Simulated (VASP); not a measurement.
Si4O7 (a cell with a defect), 11 atoms in the cell. The cell holds a defect, 11 atoms: a = 4.934 Å, b = 4.934 Å, c = 4.934 Å, α = 106.91°, β = 106.91°, γ = 114.72°.  This cell differs from its parent crystal: O vacancy, atom 9 moved a little way towards it, host rigid.

* Program: VASP 6.6.1
* Task: single point
* Functional: LDA
* Potentials or basis: VASP PAW LDA potentials, release 64 (Si, O)
* Cutoff: 520 eV
* k mesh: 6 × 6 × 6
* Occupations: gaussian, width 0.05 eV
* Spin: no spin polarisation
* Dipole correction: no
* Further INCAR settings: ALGO = Normal; EDIFF = 1e-07; NBANDS = 40

Potentials or basis: VASP PAW LDA potentials, release 64 (Si, O).

Launch:

```sh
$ cat potpaw_LDA.64/Si/POTCAR potpaw_LDA.64/O/POTCAR > POTCAR
$ mpirun -np 1 vasp_std > vasp.out
```

Hardware: 1 thread of AMD EPYC 7R43 64-Core Processor (Zen 3) (shared host).

Problem. How long does it take, and how much memory?

Solution. Wall time 7.2 min on 1 thread of AMD EPYC 7R43 64-Core Processor (Zen 3), on a shared host, peak memory 0.26 GiB. Counts: scf iterations 15, k points 68.
